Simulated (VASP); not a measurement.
# Al18H3C in VASP: further runs

Al18H3C is run at these levels: PBE+D3(BJ); tasks: single point.

All numbers are computed with VASP 6.6.1; they aren't measurements. Logs are shortened: lines on timing, memory, paths and dates and some standing lists are left out, and cuts for length are marked.

## Step 1: The cell of the first run

The cell holds a slab with vacuum, 22 atoms: a = 5.728 Å, b = 8.591 Å, c = 15.677 Å, α = 90.00°, β = 90.00°, γ = 60.00°.

## Step 2: Single point, PBE+D3(BJ)

File INCAR:

```
  ALGO = Normal
  EDIFF = 1E-6
  ENCUT = 520
  GGA = PE
  ISIF = 2
  ISMEAR = 0
  IVDW = 12
  LASPH = True
  LCHARG = False
  LREAL = Auto
  LWAVE = False
  NBANDS = 48
  NELM = 80
  PREC = Accurate
  SIGMA = 0.15
```

File KPOINTS:

```
k-points
0
Gamma
  3 2 1
```

File POSCAR:

```
Al18H3C
1.0
    5.7275650000      0.0000000000      0.0000000000
    4.2956740000      7.4403250000      0.0000000000
    0.0000000000      0.0000000000     15.6765370000
Al C H
18 1 3
Direct
    0.1666665958      0.1111111410      0.0637895984
    0.6666666831      0.1111111410      0.0637895984
    0.1666667458      0.4444444295      0.0637895984
    0.6666666585      0.4444444295      0.0637895984
    0.1666666204      0.7777778524      0.0637895984
    0.6666667077      0.7777778524      0.0637895984
   -0.1747740804      0.2231430751      0.2089710884
    0.3293118112      0.2198586755      0.2085160772
   -0.1727987875      0.5564915511      0.2136187986
    0.3253867178      0.5562320194      0.2110978337
   -0.1691922990      0.8849004580      0.2120894430
    0.3247491095      0.8891036346      0.2077297429
   -0.0066228539      0.0032967646      0.3560605891
    0.4816292724      0.0057949082      0.3525334709
   -0.0002206150      0.3243264239      0.3556307110
    0.4954342223      0.3276203660      0.3559710286
    0.0009682143      0.6622552106      0.3639606758
    0.4779457346      0.6734891285      0.3534272907
    0.9139663490      0.6794943769      0.4905057156
    1.1035596495      0.6149110422      0.5267745676
    0.7922382693      0.8206904940      0.5102392831
    0.8001521573      0.6108027539      0.5051003292
```

Potentials or basis: VASP PAW PBE potentials, release 64 (Al, C, H).

The run is started by

```bash
> cat potpaw_PBE.64/Al/POTCAR potpaw_PBE.64/C/POTCAR potpaw_PBE.64/H/POTCAR > POTCAR
> mpirun -np 1 vasp_std > vasp.out
```

OUTCAR:

```text
EDIFF = 1E-6
   ENCUT = 520
   GGA = PE
   ISIF = 2
   ISMEAR = 0
   IVDW = 12
   LASPH = True
   LREAL = Auto
   NELM = 80
   PREC = Accurate
 IVDW          = 12

 ion  position               nearest neighbor table
   1  0.167  0.111  0.064-   8 2.79  12 2.80   7 2.84   2 2.86   4 2.86   5 2.86   3 2.86   6 2.86
                             2 2.86
   2  0.667  0.111  0.064-   7 2.79   8 2.82   1 2.86   4 2.86   3 2.86   5 2.86   6 2.86   1 2.86
                            11 2.87
   3  0.167  0.444  0.064-   8 2.82  10 2.82   4 2.86   2 2.86   1 2.86   5 2.86   6 2.86   4 2.86
                             9 2.89
   4  0.667  0.444  0.064-   7 2.81   9 2.86  10 2.86   3 2.86   2 2.86   1 2.86   5 2.86   3 2.86
                             6 2.86
   5  0.167  0.778  0.064-  12 2.77  10 2.84  11 2.86   6 2.86   2 2.86   1 2.86   3 2.86   4 2.86
                             6 2.86
   6  0.667  0.778  0.064-  12 2.82  11 2.83   5 2.86   2 2.86   1 2.86   3 2.86   5 2.86   4 2.86
                             9 2.87
   7  0.825  0.223  0.209-   2 2.79   4 2.81  15 2.81  16 2.83  13 2.83   1 2.84   8 2.85  10 2.86
                            12 2.87   9 2.87   8 2.87  11 2.89
   8  0.329  0.220  0.209-  14 2.76   1 2.79   3 2.82   2 2.82  16 2.83  15 2.83   7 2.85  12 2.85
                             7 2.87  11 2.88  10 2.88   9 2.89
   9  0.827  0.556  0.214-  18 2.79  15 2.82  11 2.83  10 2.85   4 2.86   6 2.87  12 2.87   7 2.87
[... 4 lines left out ...]
                             8 2.88  12 2.88   7 2.89  17 2.90
  12  0.325  0.889  0.208-   5 2.77  18 2.79   1 2.80  14 2.80   6 2.82  13 2.85  11 2.85   8 2.85
                            10 2.86   7 2.87   9 2.87  11 2.88
  13  0.993  0.003  0.356-  15 2.78  18 2.81  14 2.81  11 2.82  16 2.82   7 2.83  12 2.85  17 2.91
                            14 2.92
  14  0.482  0.006  0.353-  15 2.75   8 2.76  11 2.80  12 2.80  16 2.81  13 2.81  18 2.87  13 2.92
                            17 2.97
  15  1.000  0.324  0.356-  14 2.75  13 2.78   7 2.81   9 2.82   8 2.83  16 2.85  16 2.87  17 2.91
                            18 2.99
  16  0.495  0.328  0.356-  14 2.81  13 2.82   8 2.83   7 2.83  10 2.84  15 2.85  17 2.86  15 2.87
                            18 2.92
  17  0.001  0.662  0.364-  19 2.03  18 2.79  16 2.86   9 2.88  10 2.89  11 2.90  15 2.91  13 2.91
                            18 2.95  14 2.97
  18  0.478  0.673  0.353-  10 2.76  17 2.79  12 2.79   9 2.79  13 2.81  14 2.87  16 2.92  17 2.95
                            15 2.99
  19  0.914  0.679  0.491-  21 1.10  20 1.10  22 1.10  17 2.03
  20  0.104  0.615  0.527-  19 1.10
  21  0.792  0.821  0.510-  19 1.10
  22  0.800  0.611  0.505-  19 1.10

  LATTYP: Found a simple monoclinic cell.
 ALAT       =     5.7275650000
 B/A-ratio  =     2.7370334514
 C/A-ratio  =     1.3228756151
 COS(beta)  =    -0.1889822093

  Lattice vectors:

 A1 = (   5.7275650000,   0.0000000000,   0.0000000000)
 A2 = (   0.0000000000,   0.0000000000, -15.6765370000)
 A3 = (  -1.4318910000,   7.4403250000,   0.0000000000)

Analysis of symmetry for initial positions (statically):
=====================================================================
 Subroutine PRICEL returns:
 Original cell was already a primitive cell.

 Routine SETGRP: Setting up the symmetry group for a
 simple monoclinic supercell.

 Subroutine GETGRP returns: Found  1 space group operations
 (whereof  1 operations were pure point group operations)
 out of a pool of  4 trial point group operations.

The static configuration has the point symmetry C_1 .

Analysis of symmetry for dynamics (positions and initial velocities):
=====================================================================
 Subroutine PRICEL returns:
 Original cell was already a primitive cell.

 Routine SETGRP: Setting up the symmetry group for a
 simple monoclinic supercell.

 Subroutine GETGRP returns: Found  1 space group operations
 (whereof  1 operations were pure point group operations)
 out of a pool of  4 trial point group operations.

The dynamic configuration has the point symmetry C_1 .

 Subroutine INISYM returns: Found  1 space group operations
 (whereof  1 operations are pure point group operations),
 and found     1 'primitive' translations

----------------------------------------------------------------------------------------
[... 90 lines left out ...]
|           W    W  A    A  R    R  N    N  II  N    N   GGGG   !!!           |
|                                                                             |
|     Your reciprocal lattice and k-lattice belong to different lattice       |
|     classes:                                                                |
|                                                                             |
|        The reciprocal lattice is simple monoclinic,                         |
|        whereas your k-lattice is hexagonal.                                 |
|                                                                             |
|     Results are often still useful ...                                      |
|                                                                             |
 -----------------------------------------------------------------------------

 Subroutine IBZKPT returns following result:
 ===========================================

 Found      4 irreducible k-points:

 Following reciprocal coordinates:
            Coordinates               Weight
  0.000000  0.000000  0.000000      1.000000
  0.333333  0.000000  0.000000      2.000000
  0.000000  0.500000  0.000000      1.000000
  0.333333  0.500000  0.000000      2.000000
   k-points           NKPTS =      4   k-points in BZ     NKDIM =      4   number of bands    NBANDS=     48
   number of dos      NEDOS =    301   number of ions     NIONS =     22
   total plane-waves  NPLWV = 368640
   dimension x,y,z NGX =    48 NGY =   64 NGZ =  120
   dimension x,y,z NGXF=    96 NGYF=  128 NGZF=  240
   ions per type =              18   1   3
   NGX,Y,Z   is equivalent  to a cutoff of  13.93, 12.38, 12.73 a.u.
   NGXF,Y,Z  is equivalent  to a cutoff of  27.86, 24.77, 25.45 a.u.
 SYSTEM =  unknown system
   PREC   = accura    normal or accurate (medium, high low for compatibility)
   ISTART =      0    job   : 0-new  1-cont  2-samecut
   ICHARG =      2    charge: 1-file 2-atom 10-const
   ISPIN  =      1    spin polarized calculation?
   LNONCOLLINEAR =      F non collinear calculations
   LSORBIT =      F    spin-orbit coupling
   LASPH  =      T    aspherical Exc in radial PAW
   ENCUT  =  520.0 eV  38.22 Ry    6.18 a.u.  10.65 15.97 29.15*2*pi/ulx,y,z
   NELM   =     80;   NELMIN=  2; NELMDL= -5     # of ELM steps
   EDIFF  = 0.1E-05   stopping-criterion for ELM
   LREAL  =      T    real-space projection
   EDIFFG = 0.1E-04   stopping-criterion for IOM
   NSW    =      0    number of steps for IOM
   IBRION =     -1    ionic relax: 0-MD 1-quasi-New 2-CG
   NFREE  =      0    steps in history (QN), initial steepest desc. (CG)
   ISIF   =      2    stress and relaxation
   ISYM   =      2    0-nonsym 1-usesym 2-fastsym
   POTIM  = 0.5000    time-step for ionic-motion
   TEBEG  =    0.0;   TEEND  =   0.0 temperature during run
   PSTRESS=    0.0 pullay stress
   NELECT =      61.0000    total number of electrons
   NUPDOWN=      -1.0000    fix difference up-down
   EMIN   =  10.00;   EMAX   =-10.00  energy-range for DOS
   EFERMI =   0.00;   METHOD = LEGACY
   ISMEAR =     0;   SIGMA  =   0.15  broadening in eV -4-tet -1-fermi 0-gaus
   EFERMI_NEDOS =   21; number of points for ismear=-14 and -15
   IALGO  =     38    algorithm
   IMIX   =      4    mixing-type and parameters
     AMIX     =   0.40;   BMIX     =  1.00
     AMIX_MAG =   1.60;   BMIX_MAG =  1.00
  volume/ion in A,a.u.               =      30.37       204.92
  Fermi-wavevector in a.u.,A,eV,Ry     =   0.737192  1.393091  7.394119  0.543452
  Thomas-Fermi vector in A             =   1.830814
   LORBIT       =      0    0 simple, 1 ext, 2 COOP (PROOUT), +10 PAW based schemes
   GGA     = PE    functional components
   LHFCALC =     F    Hartree Fock is set to
   AEXX    =    0.0000 exact exchange contribution
   IVDW    =    12    specifies the selected vdW correction
   LEPSILON=     F    determine dielectric tensor
   LRPA    =     F    only Hartree local field effects (RPA)
 non-spin polarized calculation
 Gauss-broadening in eV      SIGMA  =   0.15
  energy-cutoff  :      520.00
  volume of cell :      668.05
 maximum number of plane-waves:     17998
 NGX is ok and might be reduce to    42
   NGX = 21   NGY = 31   NGZ = 59

 number of electron      61.0000000 magnetization

 Free energy of the ion-electron system (eV)
  ---------------------------------------------------
  ext. energy  EPLUGINS =         0.00000000
  ---------------------------------------------------
  free energy    TOTEN  =       -83.16063032 eV

  energy without entropy =      -83.01473045  energy(sigma->0) =      -83.08768039

 E-fermi :   1.3597     XC(G=0):  -5.9370

 val. band max:        1.3307068397   @ k =   0.0000   0.0000   0.0000
 cond. band min:       1.4224087306   @ k =   0.0000   0.5000   0.0000
 fundamental gap:      0.0917018909
 Fermi energy:         1.3596622800

 k-point     1 :       0.0000    0.0000    0.0000
  band No.  band energies     occupation
      1     -11.2007      2.00000
      2      -9.0147      2.00000
      3      -7.2052      2.00000
      4      -6.4072      2.00000
      5      -6.3739      2.00000
      6      -4.7433      2.00000
[... 169 lines left out ...]
     41       3.9442      0.00000
     42       3.9715      0.00000
 [bands above 42 left out]

------------------------ aborting loop because EDIFF is reached ----------------------------------------

 Edisp (eV)   -4.40805

 E8    (eV) :    -2.0139

  FORCE on cell =-STRESS in cart. coord.  units (eV):
  Direction    XX          YY          ZZ          XY          YZ          ZX
  --------------------------------------------------------------------------------------
  -------------------------------------------------------------------------------------
  Total      -7.80838    -8.81715     0.18382    -0.63329    -0.14768     1.32508
  in kB     -18.72662   -21.14593     0.44086    -1.51880    -0.35418     3.17791
  external pressure =      -13.14 kB  Pullay stress =        0.00 kB

 VOLUME and BASIS-vectors are now :
 -----------------------------------------------------------------------------
  energy-cutoff  :      520.00
  volume of cell :      668.05
      direct lattice vectors                 reciprocal lattice vectors
     5.727565000  0.000000000  0.000000000     0.174594265 -0.100802054  0.000000000
     4.295674000  7.440325000  0.000000000     0.000000000  0.134402731  0.000000000
     0.000000000  0.000000000 15.676537000     0.000000000  0.000000000  0.063789598

 POSITION                                       TOTAL-FORCE (eV/Angst)
 -----------------------------------------------------------------------------------
      1.43189      0.82670      1.00000        -0.033413      0.063708     -0.183464
      4.29567      0.82670      1.00000        -0.030695      0.041854     -0.103283
      2.86378      3.30681      1.00000        -0.082059     -0.096793      0.014199
      5.72757      3.30681      1.00000         0.034218     -0.055400      0.023026
      4.29567      5.78692      1.00000        -0.056375      0.071335     -0.003849
      7.15946      5.78692      1.00000        -0.026243     -0.016432      0.177431
[... 14 lines left out ...]
      8.06302      6.10620      7.99879         0.046512      0.016409      0.020607
      7.20673      4.54457      7.91822         0.029515     -0.009108      0.014052
 -----------------------------------------------------------------------------------
    total drift:                               -0.011325      0.006585     -0.016404

  FREE ENERGIE OF THE ION-ELECTRON SYSTEM (eV)
  ---------------------------------------------------
  free  energy   TOTEN  =       -87.5686787786 eV

  energy  without entropy=      -87.4227789087  energy(sigma->0) =      -87.49572884
```

It took 8.4 min on 1 thread of Intel Xeon 8259CL, shared host; peak memory 0.73 GiB.

What came out:

* Free energy: -87.5687 eV
* Largest force: 0.197 eV/Å
* Band gap on the k mesh: zero (an odd number of electrons rules out a gap without spin polarisation)
* Dispersion energy per atom: -0.200 eV

Forces on the atoms (eV/Å):
```
Al  -0.033  0.064 -0.183
Al  -0.031  0.042 -0.103
Al  -0.082 -0.097  0.014
Al   0.034 -0.055  0.023
Al  -0.056  0.071 -0.004
Al  -0.026 -0.016  0.177
Al   0.001  0.005 -0.001
Al   0.001  0.004  0.005
Al   0.004  0.005  0.007
Al  -0.003  0.003  0.008
Al   0.000  0.003  0.006
Al   0.001  0.002  0.002
Al   0.000  0.001 -0.003
Al   0.001 -0.003  0.000
Al   0.001  0.003  0.000
Al  -0.003 -0.002 -0.003
Al   0.008 -0.001 -0.001
Al   0.007  0.002  0.003
C    0.027 -0.025  0.008
H    0.073 -0.011  0.009
H    0.047  0.016  0.021
H    0.030 -0.009  0.014
```

Levels at points of the mesh, in eV from the Fermi level:
```
           k point  band 28  band 29  band 30  band 31  band 32  band 33  band 34  band 35
(0.00, 0.00, 0.00)    -0.31    -0.16    -0.09    -0.03     0.08     0.14     0.53     1.04
(0.00, 0.50, 0.00)    -1.01    -0.19    -0.14    -0.11     0.06     0.22     0.48     1.39
```

Caveat: the k points lie up to 0.42 Å⁻¹ apart, too coarse for converged energies and pressures of a metal; there is no dipole correction, which matters where the two faces differ.

## Step 3: Single point, PBE+D3(BJ)

File INCAR:

```
SYSTEM = Al18H3C
ALGO = Normal
EDIFF = 1E-7
ENCUT = 520
GGA = PE
ISIF = 2
ISMEAR = 0
IVDW = 12
LASPH = .TRUE.
LCHARG = .FALSE.
LREAL = Auto
LWAVE = .FALSE.
NBANDS = 48
NELM = 80
PREC = Accurate
SIGMA = 0.15
```

File KPOINTS:

```
k-points
0
G
  3 2 1
  0 0 0
```

File POSCAR:

```
Al18H3C
1.0
    5.7275650000      0.0000000000      0.0000000000
    4.2956740000      7.4403250000      0.0000000000
    0.0000000000      0.0000000000     15.6765370000
Al C H
18 1 3
Direct
    0.1666665958      0.1111111410      0.0637895984
    0.6666666831      0.1111111410      0.0637895984
    0.1666667458      0.4444444295      0.0637895984
    0.6666666585      0.4444444295      0.0637895984
    0.1666666204      0.7777778524      0.0637895984
    0.6666667077      0.7777778524      0.0637895984
   -0.1692948892      0.2239051386      0.2090816358
    0.3358009780      0.2201703555      0.2088782108
   -0.1657409872      0.5562222080      0.2128867492
    0.3302965565      0.5576847786      0.2130968083
   -0.1635248146      0.8859892545      0.2119947792
    0.3330233802      0.8887406128      0.2079037609
    0.0027931689      0.0037209396      0.3550330025
    0.4930560871      0.0039507683      0.3538814727
    0.0059226046      0.3258638568      0.3562298867
    0.5041881764      0.3255650795      0.3555393643
    0.0009311146      0.6661604164      0.3646969991
    0.4954665331      0.6726020705      0.3546678708
    0.9977722527      0.6690432206      0.4940620495
    1.2060397393      0.6010479381      0.5179888900
    0.8920265435      0.8084156270      0.5172100828
    0.8946317031      0.5991361936      0.5181443453
```

Potentials or basis: VASP PAW PBE potentials, release 64 (Al, C, H).

The run is started by

```bash
> cat potpaw_PBE.64/Al/POTCAR potpaw_PBE.64/C/POTCAR potpaw_PBE.64/H/POTCAR > POTCAR
> mpirun -np 1 vasp_std > vasp.out
```

It took 6.4 min on 1 thread of Intel Xeon 8259CL, shared host; peak memory 0.73 GiB.

It converged, with:

```yaml
Free_energy: -87.6176 eV
Largest_force: 0.157 eV/Å
Band_gap_on_the_k_mesh: zero (an odd number of electrons rules out a gap without spin polarisation)
Dispersion_energy_per_atom: -0.200 eV
```

Forces on the atoms (eV/Å):
```
Al  -0.004  0.020 -0.155
Al   0.012  0.042 -0.110
Al  -0.015 -0.076  0.056
Al   0.009 -0.051  0.030
Al   0.023  0.060  0.055
Al  -0.026  0.006  0.138
Al  -0.014  0.010  0.000
Al   0.012 -0.010 -0.008
Al  -0.007  0.002 -0.003
Al   0.007 -0.005 -0.009
Al  -0.001  0.002 -0.006
Al   0.002  0.001 -0.008
Al   0.011  0.006  0.003
Al  -0.028  0.004  0.004
Al   0.010 -0.023  0.008
Al  -0.002 -0.003 -0.005
Al   0.000 -0.001  0.003
Al   0.009  0.021  0.002
C    0.004 -0.011 -0.011
H    0.017 -0.010  0.007
H    0.000  0.024  0.004
H   -0.018 -0.010  0.005
```

Levels at points of the mesh, in eV from the Fermi level:
| k point | band 29 | band 30 | band 31 | band 32 | band 33 | band 34 |
| --- | --- | --- | --- | --- | --- | --- |
| (0.00, 0.00, 0.00) | -0.15 | -0.10 | -0.03 | 0.11 | 0.16 | 0.49 |
| (0.00, 0.50, 0.00) | -0.16 | -0.15 | -0.10 | 0.06 | 0.16 | 0.50 |

Caveat: the k points lie up to 0.42 Å⁻¹ apart, too coarse for converged energies and pressures of a metal; there is no dipole correction, which matters where the two faces differ.

(Continued in part 2 of 2.)

The gap in the log of VASP goes by the Fermi energy; the results here count the filled bands.